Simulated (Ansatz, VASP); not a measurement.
# NaF: VASP beside Ansatz

Contents of POSCAR:

```
NaF
1.0
    0.0000000000      2.4553235110      2.6561067367
    2.4553235110      0.0000000000      2.6561067367
    2.4553235110      2.4553235110      0.0000000000
Na F
1 1
Direct
    0.0000000000      0.0000000000      0.0000000000
    0.2500000000      0.2500000000      0.2500000000
```

Contents of INCAR.step1:

```
SYSTEM = NaF
  ALGO = Normal
  EDIFF = 1E-4
  ENCUT = 520
  GGA = PE
  ISMEAR = 0
  LASPH = .TRUE.
  LCHARG = .FALSE.
  LREAL = .FALSE.
  LWAVE = .TRUE.
  NBANDS = 14
  NELM = 100
  PREC = Accurate
  SIGMA = 0.01
```

File INCAR.step2:

```
SYSTEM = NaF
  ALGO = Normal
  EDIFF = 1E-7
  ENCUT = 520
  ISIF = 2
  ISMEAR = 0
  ISTART = 1
  LASPH = .TRUE.
  LCHARG = .FALSE.
  LMIXTAU = .TRUE.
  LREAL = .FALSE.
  LWAVE = .FALSE.
  METAGGA = R2SCAN
  NBANDS = 14
  NELM = 100
  PREC = Accurate
  SIGMA = 0.01
```

KPOINTS

```
k-points
0
G
  8 8 8
  0 0 0
```

Input for Ansatz:

```yaml
crystal:
  lattice:
    - [0.0, 2.455323511, 2.6561067367]
    - [2.455323511, 0.0, 2.6561067367]
    - [2.455323511, 2.455323511, 0.0]
  atoms:
    - { symbol: Na, position: [0.0, 0.0, 0.0] }
    - { symbol: F, position: [0.25, 0.25, 0.25] }
kpoints:
  mp_grid: { grid: [8, 8, 8] }
  band_path:
    path:
      - [0.0, 0.0, 0.0]
      - [-0.5, -0.5, 0.0]
      - [-0.375, -0.375, 0.25]
      - [-0.375, 0.0, 0.375]
      - [0.0, 0.0, 0.5]
      - [-0.5, -0.25, 0.25]
      - [0.15625, 0.15625, 0.333333]
    npoints: 1
hamiltonian:
  xc: r2scan
scf:
  occupations: { method: fixed }
  n_extra_bands: 4
output:
  forces: true
  stress: true
  eigenvalues: true
  write_density: true
  write_potential: true
  elf: true
  volumetric_format: npy
```

Change from the starting cell: epitaxial_xy strain -3.0%.

Alike in both runs: task single point; functional r2SCAN; k mesh 8 × 8 × 8; no spin polarisation.

```csv
,VASP,Ansatz
version,VASP 6.6.1,Ansatz 0.2.0
potentials or method,"VASP PAW PBE potentials, release 64 (Na_pv, F)","plane waves, PAW"
plane-wave cutoff (eV),520,500
occupations,"gaussian, width 0.01 eV",fixed
valence electrons in the cell,14,16
```

VASP gave:

| Item | Value |
| --- | --- |
| gap on the k mesh at the Fermi level (eV) | 6.27 |
| pressure (GPa) | 0.0 |
| traceless stress, the component that is largest in VASP (GPa) | -0.29 |

Question: What did Ansatz give for the same quantities?

Answer: gap on the k mesh at the Fermi level (eV): 6.26; pressure (GPa): 0.4; traceless stress, the component that is largest in VASP (GPa): -0.34.

VASP's potentials were made for PBE, not for r2SCAN. VASP's potentials hold 14 valence electrons a cell and Ansatz's 16, so a difference there can come from the potentials and not from the codes.
